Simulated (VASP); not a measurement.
A run of VASP 6.6.1 is set up as follows.

Contents of INCAR:

```
PREC = Accurate
ENCUT = 520
EDIFF = 1E-6
ISMEAR = -1
SIGMA = 0.1
LREAL = F
LASPH = T
NELM = 80
ALGO = Normal
ISIF = 2
LWAVE = F
LCHARG = T
LELF = T
LVHAR = T
NBANDS = 11
```

File KPOINTS:

```
regular mesh
0
Gamma
  13 13 13
```

The input POSCAR:

```
Si
1.0
   -2.2358921622      2.3526035479      1.2664426952
    2.2358921622     -2.3526035479      1.2664426952
    2.2358921622      2.3526035479     -1.2664426952
Si
2
Direct
    0.8070000000      0.0570000000      0.7500000000
    0.1930000000      0.9430000000      0.2500000000
```

Potentials or basis: VASP PAW LDA potentials, release 64 (Si).

Run with:

```console
$ cat potpaw_LDA.64/Si/POTCAR > POTCAR
$ mpirun -np 1 vasp_std > vasp.out
```

(1) Predict the band gap on the k mesh.

(2) Estimate the pressure.

Answers

(1) zero (band 4 reaches 13.79 eV, above the bottom of band 5 at 6.58 eV).

(2) 14.4 GPa.
